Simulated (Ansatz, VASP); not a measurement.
## InSe in VASP and in Ansatz

```
Se In
1.0
     4.02661    0.00000    0.00000
    -2.01331    3.48715    0.00000
     0.00000    0.00000   28.27071
Se In
4 4
Direct
  0.00000 0.00000 0.15918
  0.00000 0.00000 0.34967
  0.88889 0.22222 0.45968
  0.88889 0.22222 0.65017
  0.66667 0.33333 0.20500
  0.66667 0.33333 0.30385
  0.22222 0.88889 0.50550
  0.22222 0.88889 0.60435
```

Alike in both runs: task single point; functional PBE; dispersion D3(BJ); k mesh 9 × 9 × 1; occupations gaussian, width 0.05 eV; no spin polarisation.

|  | VASP | Ansatz |
| --- | --- | --- |
| version | VASP 6.6.1 | Ansatz 0.2.0 |
| potentials or method | VASP PAW PBE potentials, release 64 (Se, In_d), cutoff 520 eV | scalar-relativistic, plane waves, PAW |
| valence electrons in the cell | 76 | 116 |

VASP gave:

```
gap on the k mesh at the Fermi level (eV) : 0.98
least direct gap on the mesh (eV)         : 1.05
rms of the force components (eV/Å)        : 0.058
```

Problem. Estimate Ansatz's values.

Solution. gap on the k mesh at the Fermi level (eV): 0.99; least direct gap on the mesh (eV): 1.06; rms of the force components (eV/Å): 0.060.

VASP's potentials hold 76 valence electrons a cell and Ansatz's 116, so a difference there can come from the potentials and not from the codes.
